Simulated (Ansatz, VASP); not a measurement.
## Ti in VASP and in Ansatz

```
CELL_PARAMETERS angstrom
0.00000 1.86760 1.86760
1.86760 0.00000 1.86760
1.86760 1.86760 0.00000
ATOMIC_POSITIONS crystal
Ti 0.00000 0.00000 0.00000
```

Change from the starting cell: strain -0.080 along x and y, -0.080 along z, atoms carried along.

Alike in both runs: task single point; functional r2SCAN; k mesh 20 × 20 × 20; occupations gaussian, width 0.15 eV; no spin polarisation.

|  | VASP | Ansatz |
| --- | --- | --- |
| version | VASP 6.6.1 | Ansatz 0.2.0 |
| potentials or method | VASP PAW PBE potentials, release 64 (Ti_sv), cutoff 520 eV | scalar-relativistic, plane waves, PAW |
| valence electrons in the cell | 12 | 12 |

VASP gave:

```
gap on the k mesh at the Fermi level (eV) : none
pressure (GPa)                            : 51.0
```

Q: Estimate Ansatz's values.

A: gap on the k mesh at the Fermi level (eV): none; pressure (GPa): 50.1.

VASP's potentials were made for PBE, not for r2SCAN. A gap of «none» marks a metal or a gap that the smearing closes. Both programs put the cell under a high pressure, so it lies far from rest at this level. The functional is the same, so the differences come from potentials, cutoffs and numerics.
